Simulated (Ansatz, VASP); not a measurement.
**One calculation of C, two programs**

```
C
1.0
     0.00000    1.76575    1.76575
     1.76575    0.00000    1.76575
     1.76575    1.76575    0.00000
C
2
Direct
  0.00000 0.00000 0.00000
  0.25000 0.25000 0.25000
```

Alike in both runs: task single point; functional LDA; k mesh 10 × 10 × 10; no spin polarisation.

```csv
,VASP,Ansatz
version,VASP 6.6.1,Ansatz 0.2.0
potentials or method,"VASP PAW LDA potentials, release 64 (C), cutoff 600 eV","scalar-relativistic, plane waves, PAW"
occupations,"gaussian, width 0.01 eV",fixed
valence electrons in the cell,8,8
```

VASP gave:

- gap on the k mesh at the Fermi level (eV): 4.20
- least direct gap on the mesh (eV): 5.63

What did Ansatz give for the same quantities?

gap on the k mesh at the Fermi level (eV): 4.21; least direct gap on the mesh (eV): 5.62.

Ansatz warns that its potentials were made for another functional, while VASP's fit it. LDA's correlation is that of Perdew and Zunger in VASP and of Perdew and Wang (1992) in Ansatz.
